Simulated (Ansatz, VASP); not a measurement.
## One calculation of ZrB, two programs

```xyz
2
Lattice="0.0000 2.3250 2.3250 2.3250 0.0000 2.3250 2.3250 2.3250 0.0000" Properties=species:S:1:pos:R:3 pbc="T T T"
Zr    0.0000    0.0000    0.0000
B     2.3250    2.3250    2.3250
```

Alike in both runs: task relaxation of cell and atoms; functional PBE; k mesh 6 × 6 × 6; occupations gaussian, width 0.1 eV; no spin polarisation.

|  | VASP | Ansatz |
| --- | --- | --- |
| version | VASP 6.6.1 | Ansatz 0.2.0 |
| potentials or method | VASP PAW PBE potentials, release 64 (Zr_sv, B), cutoff 500 eV | scalar-relativistic, plane waves, PAW |
| valence electrons in the cell | 15 | 15 |

VASP gave:

```
gap on the k mesh at the Fermi level, each at its own relaxed structure (eV) : none
relaxed volume (Å³/atom)                                                     : 14.78
relaxed cell length with the largest relative difference (Å)                 : 3.471
```

What did Ansatz give for the same quantities?

gap on the k mesh at the Fermi level, each at its own relaxed structure (eV): none; relaxed volume (Å³/atom): 14.73; relaxed cell length with the largest relative difference (Å): 3.467.

A gap of «none» marks a metal or a gap that the smearing closes.

The k mesh is coarse, so the values compare programs but aren't converged. Noted on VASP's run: the volume moved by over 15 % at a fixed basis, so the end points are rough.
